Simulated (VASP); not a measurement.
# H17ClO8 in VASP: a series of runs, part 2 of 2

VASP 6.6.1.

## Step 3: Single point, PBE+D3(BJ)

File INCAR:

```
  PREC = Accurate
  ENCUT = 520
  EDIFF = 1E-6
  ISMEAR = -1
  SIGMA = 0.02
  LREAL = False
  LASPH = True
  NELM = 120
  ALGO = Normal
  ISIF = 2
  LWAVE = False
  LCHARG = True
  GGA = PE
  IVDW = 12
  LELF = True
  LVHAR = True
  NBANDS = 55
  GGA_COMPAT = False
```

File KPOINTS:

```
Automatic mesh
0
Gamma
  1 1 1
```

File POSCAR:

```
H17ClO8
1.0
    6.3980140000      0.0000000000      0.0000000000
    0.0000000000      6.3980140000      0.0000000000
    0.0000000000      0.0000000000      6.3980140000
O H Cl
8 17 1
Direct
    0.1706779635      0.8805544971      0.4588924000
    0.7916519095     -0.0283525482      0.6007645497
    0.5518118591      0.7758970205      0.8815548075
    0.7043748263      0.4543597435      0.2022502608
    0.5693016614     -0.0418098491      0.2803057324
    0.4080641274      0.4910586316      0.4829467394
    0.1582366028      0.2470923008      0.2765076788
   -0.1011720199      0.4462634811      0.7076883545
    0.1498746330      1.1012167213      0.3450914612
    0.3198961428      0.8735523242      0.4798832888
    0.7424647711     -0.0527194845      0.4612837671
    0.7514206752      0.1183335954      0.6131590209
    0.4317902399      0.8797886344      0.8881506042
    0.6456222196      0.8592666412      0.7929335572
    0.6816177645      0.5494517517      0.0914189935
    0.8512485281      0.4244129506      0.2060014248
    0.5785857924     -0.1006093453      0.1436226929
    0.5702550823      0.1098934763      0.2680988194
    0.5374480268      0.5227403379      0.3984673994
    0.4469824542      0.5167072157      0.6350564410
    0.2403870951      0.3565325115      0.3726156273
    0.2122064753      0.2180364094      0.1295089382
   -0.0235072946      0.5815710938      0.7103923186
    0.0219755693      0.3610339083      0.7488104903
    0.1169269089     -0.1082992316      0.6057973615
    0.2948414930      0.1621909549      0.8602200620
```

Potentials or basis: VASP PAW PBE potentials, release 64 (O, H, Cl).

Command:

```bash
cat potpaw_PBE.64/O/POTCAR potpaw_PBE.64/H/POTCAR potpaw_PBE.64/Cl/POTCAR > POTCAR
mpirun -np 1 vasp_gam > vasp.out
```

Wall time 25 s (1 thread of AMD EPYC 7R13 (Zen 3), shared host); peak memory 0.27 GiB.

Results (log left out):

* Free energy: -123.8421 eV
* Pressure: 0.9 GPa
* Largest force: 2.215 eV/Å
* Dispersion energy per atom: -0.041 eV

Forces in eV/Å, atoms in the order of the input:
```
O   -0.681  0.347  1.006
O    0.557  0.981  1.906
O   -1.095  0.233  0.765
O   -0.399 -0.853  1.153
O   -0.227  0.759  1.381
O    0.655  0.487  1.220
O   -0.603  0.498  1.039
O    1.681  0.837  0.341
H    0.041 -0.175  0.630
H    0.705 -0.258 -0.405
H   -0.584 -0.908 -1.462
H    0.299  0.156  0.539
H    0.441 -0.687 -0.023
H    0.680 -0.089 -0.646
H   -0.295  0.970 -1.585
H    0.712 -0.121  0.125
H    0.113 -0.541 -1.631
H   -0.033  0.042 -0.461
H   -0.457 -0.555  0.269
H   -0.470 -0.376 -1.511
H    0.345 -0.577 -0.505
H    0.445  0.350 -0.631
H   -1.085 -0.516 -0.323
H   -0.497 -0.523 -0.013
H   -0.065  0.357 -1.204
Cl  -0.183  0.162  0.023
```

Stress tensor (GPa, compression positive):
```
 1.26 -1.09 -0.62
-1.09 -0.78 -0.73
-0.62 -0.73  2.12
```

Levels at points of the mesh, in eV from the Fermi level:
| k point | band 32 | band 33 | band 34 | band 35 | band 36 | band 37 | band 38 | band 39 | band 40 | band 41 |
| --- | --- | --- | --- | --- | --- | --- | --- | --- | --- | --- |
| (0.00, 0.00, 0.00) | -1.03 | -0.87 | -0.82 | -0.62 | -0.52 | 4.03 | 6.80 | 7.44 | 7.84 | 7.94 |

Caveat: the k points lie up to 0.98 Å⁻¹ apart, too coarse for converged energies, forces and pressures.

## Step 4: Single point, PBE+D3(BJ)

File INCAR:

```
PREC = Accurate ; ENCUT = 520
EDIFF = 1E-6 ; ISMEAR = -1
SIGMA = 0.02 ; LREAL = False
LASPH = True ; NELM = 120
ALGO = Normal ; ISIF = 2
LWAVE = False ; LCHARG = False
GGA = PE ; IVDW = 12
NBANDS = 55 ; GGA_COMPAT = False
```

File KPOINTS:

```
regular mesh
0
Gamma
  1 1 1
```

File POSCAR:

```
H17ClO8
1.0
    6.3980140000      0.0000000000      0.0000000000
    0.0000000000      6.3980140000      0.0000000000
    0.0000000000      0.0000000000      6.3980140000
O H Cl
8 17 1
Direct
    0.1524535582      0.9054372185      0.4478108363
    0.7797107040     -0.0010159403      0.6622992697
    0.5550784978      0.7437933084      0.9136428898
    0.7301328193      0.4310712668      0.2029379742
    0.5761475358     -0.0495153652      0.2742257207
    0.3980453935      0.5014524820      0.4876044348
    0.1425911228      0.2887614813      0.2960918810
   -0.0881210951      0.4206774165      0.7178321273
    0.1173489148      1.1460275017      0.3605806427
    0.2977642750      0.8795698165      0.4018434470
    0.7125023484     -0.0132228532      0.5194736992
    0.8499043609      0.1388243289      0.6640654428
    0.4359165203      0.8336649467      0.9127832481
    0.6605643564      0.8153780220      0.8157531384
    0.7095483067      0.4968104165      0.0663330840
    0.8757092435      0.3831814060      0.2186459736
    0.6068133018     -0.1562985014      0.1644260235
    0.5180513828      0.0475772638      0.1705685546
    0.5188797649      0.4983890313      0.3955915070
    0.4319934280      0.4273201028      0.6225838205
    0.2596587003      0.3731314123      0.3925280564
    0.2030473831      0.2613310943      0.1381991349
   -0.0827756863      0.5432154415      0.6339623514
    0.0567832456      0.3676297051      0.7390730936
    0.1555013790     -0.0982804977      0.5992797140
    0.2994054092      0.1727098440      0.8788821031
```

Command:

```bash
cat potpaw_PBE.64/O/POTCAR potpaw_PBE.64/H/POTCAR potpaw_PBE.64/Cl/POTCAR > POTCAR
mpirun -np 1 vasp_gam > vasp.out
```

It took 23 s on 1 thread of AMD EPYC 7R13 (Zen 3), shared host; peak memory 0.28 GiB.

Results (log left out):

* Free energy: -124.2269 eV
* Pressure: -0.8 GPa
* Largest force: 2.148 eV/Å
* Dispersion energy per atom: -0.040 eV

Forces in eV/Å, atoms in the order of the input:
```
O    0.222  0.170 -0.595
O   -0.114  0.263 -1.091
O    1.921 -0.753 -0.600
O   -0.268  0.106  0.236
O   -0.428 -0.213 -0.655
O   -0.762 -0.732  1.364
O    0.208 -0.080 -1.276
O    0.422 -1.202  0.731
H    0.241 -0.572  0.087
H   -0.030  0.007  0.129
H    0.527  0.202  0.823
H   -0.827 -0.669  0.166
H   -0.884  0.757 -0.313
H   -0.935 -0.006  0.784
H    0.210 -0.149  0.085
H   -0.443  0.307 -0.164
H    0.306 -0.432  0.417
H    0.058  0.796  0.523
H    1.214 -0.267 -0.449
H    0.067  0.545 -0.787
H   -0.060  0.373 -0.341
H   -0.341 -0.025  1.000
H    0.263  0.837 -0.721
H   -0.454  0.439  0.136
H   -0.075  0.127  0.284
Cl  -0.037  0.168  0.230
```

Stress tensor (GPa, compression positive):
```
-0.13 -0.80 -0.05
-0.80  0.13  0.53
-0.05  0.53 -2.31
```

Levels at points of the mesh, in eV from the Fermi level:
```
           k point  band 32  band 33  band 34  band 35  band 36  band 37  band 38  band 39  band 40  band 41
(0.00, 0.00, 0.00)    -1.25    -1.16    -1.05    -0.88    -0.56     4.01     7.12     7.36     7.64     7.86
```

Caveat: the k points lie up to 0.98 Å⁻¹ apart, too coarse for converged energies, forces and pressures.

## Step 5: The runs side by side

```tsv
cell	pressure (GPa)	largest force (eV/Å)
as given, atomic positions A	0.0	2.03
as given, atomic positions B	0.9	2.22
as given, atomic positions C	-0.8	2.15
```

Alike in all rows: task single point; level PBE+D3(BJ); potentials or basis VASP PAW PBE potentials, release 64 (O, H, Cl); no spin polarisation; k mesh 1 × 1 × 1; cutoff (eV) 520; smearing fermi-dirac 0.02 eV.

Caveats: all runs use coarse meshes.

Absolute energies hang on the potentials; compare differences alone.
